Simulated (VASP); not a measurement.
Tl2Zn2Ag: single point with PBE

Tl2Zn2Ag:

```
CELL_PARAMETERS angstrom
-2.14610 2.14610 5.63087
2.14610 -2.14610 5.63087
2.14610 2.14610 -5.63087
ATOMIC_POSITIONS crystal
Zn 0.25000 0.75000 0.50000
Zn 0.75000 0.25000 0.50000
Tl 0.62600 0.62600 0.00000
Tl 0.37400 0.37400 0.00000
Ag 0.00000 0.00000 0.00000
```

| Item | Value |
| --- | --- |
| Program | VASP 6.6.1 |
| Task | single point |
| Functional | PBE |
| Potentials or basis | VASP PAW PBE potentials, release 64 (Zn, Tl_d, Ag) |
| Cutoff | 520 eV |
| k mesh | 6 × 6 × 6 |
| Occupations | gaussian, width 0.1 eV |
| Spin | no spin polarisation |
| Dipole correction | no |
| Further INCAR settings | ALGO = Fast; EDIFF = 1e-07; NBANDS = 38 |

- Pressure: 12.1 GPa
- Largest force: 1.823 eV/Å
- Band gap on the k mesh: zero (an odd number of electrons rules out a gap without spin polarisation)

Forces in eV/Å, atoms in the order of the input:
```
Zn   0.000  0.000  0.000
Zn   0.000  0.000  0.000
Tl   0.000  0.000 -1.823
Tl   0.000  0.000  1.823
Ag   0.000  0.000  0.000
```

Stress tensor (GPa, compression positive):
```
11.48  0.00  0.00
 0.00 11.48  0.00
 0.00  0.00 13.27
```

Levels at points of the mesh, in eV from the Fermi level:
```csv
k point,band 26,band 27,band 28,band 29,band 30,band 31,band 32,band 33,band 34,band 35
"(0.00, 0.00, 0.00)",-4.27,-4.09,-3.01,-0.24,-0.24,0.82,1.43,1.70,1.70,2.10
"(0.50, 0.00, 0.00)",-4.20,-4.09,-3.94,-3.19,0.49,1.28,1.32,1.75,2.79,3.91
"(0.50, 0.50, 0.00)",-4.33,-3.97,-3.87,-3.06,-2.25,-1.66,0.45,0.55,1.49,2.79
"(0.50, 0.50, 0.50)",-4.15,-4.09,-1.42,-1.42,-0.08,0.85,2.07,2.60,4.56,4.56
```

Run time: 5 min on 1 thread of Oxide Virtual Turin-like Processor, on a shared host, peak memory 0.35 GiB.

Caveat: the cell stands under pressure; spin-orbit coupling is left out, which moves the levels of the heavy elements; forces of over 1 eV/Å act on the atoms, so gaps and moduli don't describe the material at rest.
